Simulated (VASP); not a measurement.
# Cr (Pm-3m) in VASP: notebook

The runs below take Cr through relaxation of cell and atoms, single point, with LDA.

Everything below comes from runs of VASP 6.6.1. Logs are shortened: lines on timing, memory, paths and dates and some standing lists are left out, and cuts for length are marked.

**1. The cell of the first run**

Symmetry: Pm-3m, No. 221, cubic system. The conventional cell has a = 2.348 Å, b = 2.348 Å, c = 2.348 Å, α = 90.00°, β = 90.00°, γ = 90.00°. Within 3.1 Å of Cr (site symmetry m-3m) lie 6 Cr at 2.35 Å.

**2. Relaxation of cell and atoms, LDA, collinear spin, antiferromagnetic start**

INCAR

```
SYSTEM = Cr
PREC = Accurate ; ENCUT = 600
EDIFF = 1E-7 ; ISMEAR = -1
SIGMA = 0.05 ; LREAL = .False.
LASPH = .True. ; NELM = 150
ALGO = Normal ; ISIF = 3
LWAVE = .False. ; LCHARG = .False.
ISPIN = 2 ; MAGMOM = 1.5 -1.5
LORBIT = 11 ; LMAXMIX = 4
GGA = CA ; IBRION = 2
NSW = 80 ; EDIFFG = -0.01
```

KPOINTS

```
regular mesh
0
Gamma
  12 12 12
  0 0 0
```

POSCAR

```
Cr
1.0
    0.0000000000      2.3484326893      2.3484326893
    2.3484326893      0.0000000000      2.3484326893
    2.3484326893      2.3484326893      0.0000000000
Cr
2
Direct
    0.0000000000      0.0000000000      0.0000000000
    0.5000000000      0.5000000000      0.5000000000
```

Potentials or basis: VASP PAW LDA potentials, release 64 (Cr_pv).

On the command line:

```bash
> cat potpaw_LDA.64/Cr_pv/POTCAR > POTCAR
> mpirun -np 1 vasp_std > vasp.out
```

OUTCAR:

```text
SYSTEM = Cr
   PREC = Accurate
   ENCUT = 600
   EDIFF = 1E-7
   ISMEAR = -1
   LREAL = .False.
   LASPH = .True.
   NELM = 150
   ISIF = 3
   ISPIN = 2
   LORBIT = 11
   GGA = CA
   IBRION = 2
   NSW = 80
   EDIFFG = -0.01

 ion  position               nearest neighbor table
   1  0.000  0.000  0.000-   2 2.35   2 2.35   2 2.35   2 2.35   2 2.35   2 2.35
   2  0.500  0.500  0.500-   1 2.35   1 2.35   1 2.35   1 2.35   1 2.35   1 2.35

  LATTYP: Found a face centered cubic cell.
 ALAT       =     4.6968653786

  Lattice vectors:

 A1 = (   0.0000000000,   2.3484326893,   2.3484326893)
 A2 = (   2.3484326893,   0.0000000000,   2.3484326893)
 A3 = (   2.3484326893,   2.3484326893,   0.0000000000)

Analysis of symmetry for initial positions (statically):
=====================================================================
 Subroutine PRICEL returns following result:

  LATTYP: Found a simple cubic cell.
 ALAT       =     2.3484326893

  Lattice vectors:

 A1 = (  -2.3484326893,   0.0000000000,   0.0000000000)
 A2 = (   0.0000000000,   0.0000000000,   2.3484326893)
 A3 = (   0.0000000000,   2.3484326893,   0.0000000000)

   2 primitive cells build up your supercell.

 Routine SETGRP: Setting up the symmetry group for a
 face centered cubic supercell.

 Subroutine GETGRP returns: Found 48 space group operations
 (whereof 48 operations were pure point group operations)
 out of a pool of 48 trial point group operations.

The static configuration has the point symmetry O_h .

Analysis of symmetry for dynamics (positions and initial velocities):
=====================================================================
 Subroutine PRICEL returns following result:

  LATTYP: Found a simple cubic cell.
 ALAT       =     2.3484326893

  Lattice vectors:

 A1 = (  -2.3484326893,   0.0000000000,   0.0000000000)
 A2 = (   0.0000000000,   0.0000000000,   2.3484326893)
 A3 = (   0.0000000000,   2.3484326893,   0.0000000000)

   2 primitive cells build up your supercell.

 Routine SETGRP: Setting up the symmetry group for a
 face centered cubic supercell.

 Subroutine GETGRP returns: Found 48 space group operations
 (whereof 48 operations were pure point group operations)
 out of a pool of 48 trial point group operations.

The dynamic configuration has the point symmetry O_h .

Analysis of structural, dynamic, and magnetic symmetry:
=====================================================================
 Subroutine PRICEL returns following result:

  LATTYP: Found a simple cubic cell.
 ALAT       =     2.3484326893

  Lattice vectors:

 A1 = (  -2.3484326893,   0.0000000000,   0.0000000000)
 A2 = (   0.0000000000,   0.0000000000,   2.3484326893)
 A3 = (   0.0000000000,   2.3484326893,   0.0000000000)

   2 primitive cells build up your supercell.

 Routine SETGRP: Setting up the symmetry group for a
 face centered cubic supercell.

 Subroutine GETGRP returns: Found 48 space group operations
 (whereof 48 operations were pure point group operations)
 out of a pool of 48 trial point group operations.

The overall configuration has the point symmetry O_h .

 Subroutine INISYM returns: Found 48 space group operations
 (whereof 48 operations are pure point group operations),
 and found     2 'primitive' translations

----------------------------------------------------------------------------------------

                                     Primitive cell

  volume of cell :      12.9519

  direct lattice vectors                    reciprocal lattice vectors
    -2.348432689  0.000000000  0.000000000    -0.425815909  0.000000000  0.000000000
     0.000000000  0.000000000  2.348432689     0.000000000  0.000000000  0.425815909
     0.000000000  2.348432689  0.000000000     0.000000000  0.425815909  0.000000000

  length of vectors
     2.348432689  2.348432689  2.348432689     0.425815909  0.425815909  0.425815909

  position of ions in fractional coordinates (direct lattice)
     0.000000000  0.000000000  0.000000000

  ion indices of the primitive-cell ions
   primitive index   ion index
                 1           1

----------------------------------------------------------------------------------------

 KPOINTS: regular mesh

Automatic generation of k-mesh.
 Grid dimensions read from file:
 generate k-points for:   12   12   12

 Generating k-lattice:

  Cartesian coordinates                     Fractional coordinates (reciprocal lattice)
    -0.017742330  0.017742330  0.017742330     0.083333333  0.000000000  0.000000000
     0.017742330 -0.017742330  0.017742330     0.000000000  0.083333333  0.000000000
     0.017742330  0.017742330 -0.017742330     0.000000000  0.000000000  0.083333333

  Length of vectors
     0.030730616  0.030730616  0.030730616

  Shift w.r.t. Gamma in fractional coordinates (k-lattice)
     0.000000000  0.000000000  0.000000000

 Subroutine IBZKPT returns following result:
 ===========================================

 Found     72 irreducible k-points:

 Following reciprocal coordinates:
            Coordinates               Weight
  0.000000  0.000000  0.000000      1.000000
  0.083333  0.000000  0.000000      8.000000
  0.166667  0.000000  0.000000      8.000000
  0.250000  0.000000  0.000000      8.000000
  0.333333  0.000000  0.000000      8.000000
  0.416667  0.000000  0.000000      8.000000
[... 16 lines left out ...]
  0.500000  0.166667  0.000000     24.000000
 -0.416667  0.166667  0.000000     24.000000
 [... further k-points ...]
   k-points           NKPTS =     72   k-points in BZ     NKDIM =     72   number of bands    NBANDS=     16
   number of dos      NEDOS =    301   number of ions     NIONS =      2
   total plane-waves  NPLWV =  21952
   dimension x,y,z NGX =    28 NGY =   28 NGZ =   28
   dimension x,y,z NGXF=    56 NGYF=   56 NGZF=   56
   ions per type =               2
   NGX,Y,Z   is equivalent  to a cutoff of  14.02, 14.02, 14.02 a.u.
   NGXF,Y,Z  is equivalent  to a cutoff of  28.03, 28.03, 28.03 a.u.
 SYSTEM =  Cr
   PREC   = accura    normal or accurate (medium, high low for compatibility)
   ISTART =      0    job   : 0-new  1-cont  2-samecut
   ICHARG =      2    charge: 1-file 2-atom 10-const
   ISPIN  =      2    spin polarized calculation?
   LNONCOLLINEAR =      F non collinear calculations
   LSORBIT =      F    spin-orbit coupling
   LASPH  =      T    aspherical Exc in radial PAW
   ENCUT  =  600.0 eV  44.10 Ry    6.64 a.u.   6.63  6.63  6.63*2*pi/ulx,y,z
   NELM   =    150;   NELMIN=  2; NELMDL= -5     # of ELM steps
   EDIFF  = 0.1E-06   stopping-criterion for ELM
   LREAL  =      F    real-space projection
   EDIFFG = -.1E-01   stopping-criterion for IOM
   NSW    =     80    number of steps for IOM
   IBRION =      2    ionic relax: 0-MD 1-quasi-New 2-CG
   NFREE  =      1    steps in history (QN), initial steepest desc. (CG)
   ISIF   =      3    stress and relaxation
   ISYM   =      2    0-nonsym 1-usesym 2-fastsym
   POTIM  = 0.5000    time-step for ionic-motion
   TEBEG  =    0.0;   TEEND  =   0.0 temperature during run
   PSTRESS=    0.0 pullay stress
   NELECT =      24.0000    total number of electrons
   NUPDOWN=      -1.0000    fix difference up-down
   EMIN   =  10.00;   EMAX   =-10.00  energy-range for DOS
   EFERMI =   0.00;   METHOD = LEGACY
   ISMEAR =    -1;   SIGMA  =   0.05  broadening in eV -4-tet -1-fermi 0-gaus
   EFERMI_NEDOS =   21; number of points for ismear=-14 and -15
   IALGO  =     38    algorithm
   IMIX   =      4    mixing-type and parameters
     AMIX     =   0.40;   BMIX     =  1.00
     AMIX_MAG =   1.60;   BMIX_MAG =  1.00
  volume/ion in A,a.u.               =      12.95        87.40
  Fermi-wavevector in a.u.,A,eV,Ry     =   1.595967  3.015940 34.655527  2.547109
  Thomas-Fermi vector in A             =   2.693803
   LORBIT       =     11    0 simple, 1 ext, 2 COOP (PROOUT), +10 PAW based schemes
   GGA     = CA    functional components
   LHFCALC =     F    Hartree Fock is set to
   AEXX    =    0.0000 exact exchange contribution
   IVDW    =     0    specifies the selected vdW correction
   LEPSILON=     F    determine dielectric tensor
   LRPA    =     F    only Hartree local field effects (RPA)
 conjugate gradient relaxation of ions
 spin polarized calculation
  energy-cutoff  :      600.00
  volume of cell :       25.90
 maximum number of plane-waves:       886
   NGX = 13   NGY = 13   NGZ = 13

--------------------------------------- Ionic step        1  -------------------------------------------

 number of electron      23.9999988 magnetization       0.0000000

 number of electron      23.9999988 magnetization      -0.0000000

 Free energy of the ion-electron system (eV)
  ---------------------------------------------------
  ext. energy  EPLUGINS =         0.00000000
  ---------------------------------------------------
  free energy    TOTEN  =       -19.08402739 eV

  energy without entropy =      -19.05658296  energy(sigma->0) =      -19.07030518

 E-fermi :   9.2909     XC(G=0): -13.2116

 val. band max:        9.2774892152   @ k =   0.5000   0.1667   0.0000
 cond. band min:       9.2923698595   @ k =  -0.4167   0.1667   0.0833
 fundamental gap:      0.0148806443
 Fermi energy:         9.2908950104

 spin component 1

 k-point     1 :       0.0000    0.0000    0.0000
  band No.  band energies     occupation
      1     -33.5922      1.00000
      2     -33.5922      1.00000
      3     -33.5922      1.00000
      4     -32.8564      1.00000
      5     -32.8564      1.00000
      6     -32.8564      1.00000
[... 8 lines left out ...]
     15      11.6759      0.00000
     16      13.1385      0.00000
[... 1002 lines left out ...]
  FREE ENERGIE OF THE ION-ELECTRON SYSTEM (eV)
  ---------------------------------------------------
  free  energy   TOTEN  =       -19.1938395990 eV

  energy  without entropy=      -19.1683420115  energy(sigma->0) =      -19.18109081

--------------------------------------- Ionic step        4  -------------------------------------------

 number of electron      24.0000003 magnetization       0.0000000

 number of electron      24.0000003 magnetization      -0.0000000

 Free energy of the ion-electron system (eV)
  ---------------------------------------------------
  ext. energy  EPLUGINS =         0.00000000
  ---------------------------------------------------
  free energy    TOTEN  =       -19.19392469 eV

  energy without entropy =      -19.16847836  energy(sigma->0) =      -19.18120152

 E-fermi :  10.4127     XC(G=0): -13.6821

 val. band max:       10.4122384164   @ k =   0.4167   0.3333   0.0000
 cond. band min:      10.4151303815   @ k =   0.4167   0.3333   0.0000
 fundamental gap:      0.0028919652
 Fermi energy:        10.4127427085

 spin component 1

 k-point     1 :       0.0000    0.0000    0.0000
  band No.  band energies     occupation
      1     -32.5485      1.00000
      2     -32.5485      1.00000
      3     -32.5485      1.00000
      4     -31.6248      1.00000
      5     -31.6248      1.00000
      6     -31.6248      1.00000
[... 8 lines left out ...]
     15      13.0860      0.00000
     16      14.7155      0.00000
[... 919 lines left out ...]
 POSITION                                       TOTAL-FORCE (eV/Angst)
 -----------------------------------------------------------------------------------
      2.28435      2.28435      0.00000        -0.000000      0.000000      0.000000
      2.28435      2.28435      2.28435         0.000000     -0.000000     -0.000000
 -----------------------------------------------------------------------------------
    total drift:                                0.000000      0.000000      0.000000

  FREE ENERGIE OF THE ION-ELECTRON SYSTEM (eV)
  ---------------------------------------------------
  free  energy   TOTEN  =       -19.1939246851 eV

  energy  without entropy=      -19.1684783569  energy(sigma->0) =      -19.18120152

 reached required accuracy - stopping structural energy minimisation

 total charge

# of ion       s       p       d       tot
------------------------------------------
    1        0.450   6.327   4.454  11.231
    2        0.450   6.327   4.454  11.231
--------------------------------------------------
tot          0.901  12.653   8.908  22.462

 magnetization (x)

# of ion       s       p       d       tot
------------------------------------------
    1        0.000  -0.000   0.000   0.000
    2       -0.000   0.000  -0.000  -0.000
--------------------------------------------------
tot          0.000   0.000   0.000   0.000
```

Run time: 3.2 min. Hardware: 1 thread of AMD EPYC 9R45 (Zen 5), shared host; peak memory 0.16 GiB.

What came out:

| Item | Value |
| --- | --- |
| Free energy | -19.1939 eV |
| Relaxed volume | 11.92 Å³/atom |
| Relaxed cell | a = 3.231 Å, b = 3.231 Å, c = 3.231 Å, α = 60.00°, β = 60.00°, γ = 60.00° |
| Space group after relaxing (to 0.05 Å) | Pm-3m (No. 221) |
| Energy gained by relaxing | 54.9 meV/atom |
| Ionic steps | 4 |
| Pressure after relaxing | 0.0 GPa |
| Band gap on the k mesh | zero (filled and empty bands overlap) |
| Net moment | 0.00 μB per cell |
| Valence electrons inside the program's atomic spheres | Cr 11.23 |

The path:
| step | energy change (eV) | largest force (eV/Å) | pressure (GPa) | volume (Å³) |
| --- | --- | --- | --- | --- |
| 1 | 0.0000 | 0.0000 | -15.88 | 25.90 |
| 2 | 0.1080 | 0.0000 | 31.18 | 21.38 |
| 3 | -0.1098 | 0.0000 | -0.59 | 23.89 |
| 4 | -0.1099 | 0.0000 | -0.01 | 23.84 |

Final structure:
```
CELL_PARAMETERS angstrom
0.00000 2.28435 2.28435
2.28435 0.00000 2.28435
2.28435 2.28435 0.00000
ATOMIC_POSITIONS crystal
Cr 0.00000 0.00000 0.00000
Cr 0.50000 0.50000 0.50000
```

Caveat: the starting moments collapsed, and a magnetic state may lie lower.

**3. Single point, LDA, non-collinear spin, typed start, spin-orbit coupling**

This run uses another cell than the first one, of 11.91 Å³/atom, 0.919 times its volume.

INCAR

```
SYSTEM = Cr
ALGO = Normal ; EDIFF = 1E-7
ENCUT = 520 ; GGA = CA
GGA_COMPAT = .False. ; ISIF = 2
ISMEAR = -1 ; LASPH = .True.
LCHARG = .True. ; LMAXMIX = 4
LORBIT = 11 ; LORBMOM = .True.
LREAL = .False. ; LSORBIT = .True.
LVHAR = .True. ; LWAVE = .False.
MAGMOM = 0 0 1.5 0 0 -1.5 ; NBANDS = 36
NELM = 150 ; PREC = Accurate
SIGMA = 0.05
```

KPOINTS

```
k-points
0
Gamma
  12 12 12
  0 0 0
```

POSCAR

```
Cr
1.0
    0.0000000000      2.2833836710      2.2833836710
    2.2833836710      0.0000000000      2.2833836710
    2.2833836710      2.2833836710      0.0000000000
Cr
2
Direct
    0.0000000000      0.0000000000      0.0000000000
    0.5000000000      0.5000000000      0.5000000000
```

Potentials or basis: VASP PAW LDA potentials, release 64 (Cr_pv).

On the command line:

```bash
> cat potpaw_LDA.64/Cr_pv/POTCAR > POTCAR
> mpirun -np 1 vasp_ncl > vasp.out
```

It took 5.4 min on 1 thread of AMD EPYC 9R45 (Zen 5), shared host; peak memory 0.27 GiB.

It converged, with:

```yaml
Free_energy: -19.2157 eV
Pressure: 0.4 GPa
Net_moment: 0.00 μB per cell
Valence_electrons_inside_the_program's_atomic_spheres: Cr 11.23
```

Moments on the atoms (μB; x, y, z):
```
Cr   0.00  0.00  0.01
Cr   0.00  0.00 -0.01
```

Caveat: the starting moments collapsed, and a magnetic state may lie lower.
